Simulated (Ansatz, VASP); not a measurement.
## One calculation of Si, two programs

```
Si
1.0
     2.69776   -5.60554    0.00000
     1.10158    5.03564    0.00000
     0.00000    0.00000   12.57024
Si
12
Direct
  0.75707 0.24293 0.94498
  0.24293 0.75707 0.05502
  0.75707 0.24293 0.55502
  0.24293 0.75707 0.44498
  0.42870 0.57130 0.15723
  0.57130 0.42870 0.84277
  0.42870 0.57130 0.34277
  0.57130 0.42870 0.65723
  0.97110 0.02890 0.90927
  0.02890 0.97110 0.09073
  0.97110 0.02890 0.59073
  0.02890 0.97110 0.40927
```

Change from the starting cell: engineering shear strain xy -0.3000, equal normal strain along x and y +0.0000.

Alike in both runs: task single point; functional LDA; k mesh 10 × 10 × 4; occupations gaussian, width 0.03 eV; no spin polarisation.

```csv
,VASP,Ansatz
version,VASP 6.6.1,Ansatz 0.2.0
potentials or method,"VASP PAW LDA potentials, release 64 (Si), cutoff 520 eV","scalar-relativistic, plane waves, PAW"
valence electrons in the cell,48,48
```

|  | VASP | Ansatz | Ansatz less VASP |
| --- | --- | --- | --- |
| gap on the k mesh at the Fermi level (eV) | none | none | - |
| pressure (GPa) | 4.0 | 4.0 | -0.03 |
| traceless stress, the component that is largest in VASP (GPa) | 17.22 | 17.23 | +0.012 |
| rms of the force components (eV/Å) | 1.695 | 1.696 | +0.0006 |

Ansatz warns that its potentials were made for another functional, while VASP's fit it. LDA's correlation is that of Perdew and Zunger in VASP and of Perdew and Wang (1992) in Ansatz. Atom by atom the forces differ by 0.004 eV/Å (rms over components). A gap of «none» marks a metal or a gap that the smearing closes.
